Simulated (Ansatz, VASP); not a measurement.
## SiO2 in VASP and in Ansatz

POSCAR

```
SiO2
1.0
    4.3718489319      0.0000000000      0.0000000000
    0.0000000000      4.3718489319      0.0000000000
    0.0000000000      0.0000000000      2.7878698140
Si O
2 4
Direct
    0.0000000000      0.0000000000      0.0000000000
    0.5000000000      0.5000000000      0.5000000000
    0.3114926534      0.3114926534      0.0000000000
    0.1885073466      0.8114926534      0.5000000000
    0.6885073466      0.6885073466      0.0000000000
    0.8114926534      0.1885073466      0.5000000000
```

INCAR.step1

```
SYSTEM = SiO2
ALGO = Normal
EDIFF = 1E-4
ENCUT = 520
GGA = PE
ISMEAR = 0
LASPH = .TRUE.
LCHARG = .FALSE.
LREAL = .FALSE.
LWAVE = .TRUE.
NBANDS = 25
NELM = 80
PREC = Accurate
SIGMA = 0.01
```

The input INCAR.step2:

```
SYSTEM = SiO2
ALGO = Normal
EDIFF = 1E-6
ENCUT = 520
ISIF = 2
ISMEAR = 0
ISTART = 1
LASPH = .TRUE.
LCHARG = .TRUE.
LELF = .TRUE.
LMIXTAU = .TRUE.
LREAL = .FALSE.
LVHAR = .TRUE.
LWAVE = .FALSE.
METAGGA = R2SCAN
NBANDS = 25
NELM = 80
PREC = Accurate
SIGMA = 0.01
```

Contents of KPOINTS:

```
k-points
0
G
  6 6 10
  0 0 0
```

Input for Ansatz:

```yaml
crystal:
  lattice:
    - [4.3718489319, 0.0, 0.0]
    - [0.0, 4.3718489319, 0.0]
    - [0.0, 0.0, 2.787869814]
  atoms:
    - { symbol: Si, position: [0.0, 0.0, 0.0] }
    - { symbol: Si, position: [0.5, 0.5, 0.5] }
    - { symbol: O, position: [0.3114926534, 0.3114926534, 0.0] }
    - { symbol: O, position: [0.1885073466, 0.8114926534, 0.5] }
    - { symbol: O, position: [0.6885073466, 0.6885073466, 0.0] }
    - { symbol: O, position: [0.8114926534, 0.1885073466, 0.5] }
kpoints:
  mp_grid: { grid: [6, 6, 10] }
  band_path:
    path:
      - [0.0, 0.0, 0.0]
      - [0.0, 0.5, 0.0]
      - [0.5, 0.5, 0.0]
      - [0.0, 0.0, 0.5]
      - [0.0, 0.5, 0.5]
      - [0.5, 0.5, 0.5]
    npoints: 1
hamiltonian:
  xc: r2scan
scf:
  occupations: { method: fixed }
  n_extra_bands: 5
output:
  forces: true
  stress: true
  eigenvalues: true
```

Change from the starting cell: hydrostatic strain +4.5%.

Alike in both runs: task single point; functional r2SCAN; k mesh 6 × 6 × 10; no spin polarisation.

|  | VASP | Ansatz |
| --- | --- | --- |
| version | VASP 6.6.1 | Ansatz 0.2.0 |
| potentials or method | VASP PAW PBE potentials, release 64 (Si, O) | plane waves, PAW |
| plane-wave cutoff (eV) | 520 | 500 |
| occupations | gaussian, width 0.01 eV | fixed |
| valence electrons in the cell | 32 | 32 |

|  | VASP | Ansatz | Ansatz less VASP |
| --- | --- | --- | --- |
| gap on the k mesh at the Fermi level (eV) | 4.43 | 4.44 | +0.012 |
| pressure (GPa) | -30.8 | -31.1 | -0.27 |
| traceless stress, the component that is largest in VASP (GPa) | -9.31 | -9.83 | -0.524 |
| rms of the force components (eV/Å) | 0.007 | 0.003 | -0.0039 |

VASP's potentials were made for PBE, not for r2SCAN. Atom by atom the forces differ by 0.010 eV/Å (rms over components). Both programs put the cell under strong tension, so it lies far from rest at this level.

Noted on VASP's run: the cell as given lies far from equilibrium.
